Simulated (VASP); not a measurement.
# C: single point with r2SCAN

The system is C.

```
C
1.0
     2.11397   -1.22041   -0.01218
     2.11397    1.22041   -0.01218
    -1.39274    0.00000    3.07311
C
2
Direct
  0.83341 0.83341 0.00026
  0.16659 0.16659 0.99974
```

```json
{
 "Program": "VASP 6.6.1",
 "Task": "single point",
 "Functional": "r2SCAN",
 "Potentials or basis": "VASP PAW PBE potentials, release 64 (C)",
 "Cutoff": "520 eV",
 "k mesh": "14 × 14 × 8",
 "Occupations": "gaussian, width 0.02 eV",
 "Spin": "no spin polarisation"
}
```

* Pressure: 8.8 GPa

Stress tensor (GPa, compression positive):
```
 9.19  0.00 -0.01
 0.00  9.19  0.00
-0.01  0.00  7.88
```

Run time: 110 s on 1 thread of Intel(R) Xeon(R) 6975P-C (Granite Rapids) (shared host), peak memory 0.17 GiB.

Caveat: the cell stands under pressure; the PAW data sets were made with another functional, which shifts forces and pressure a little.
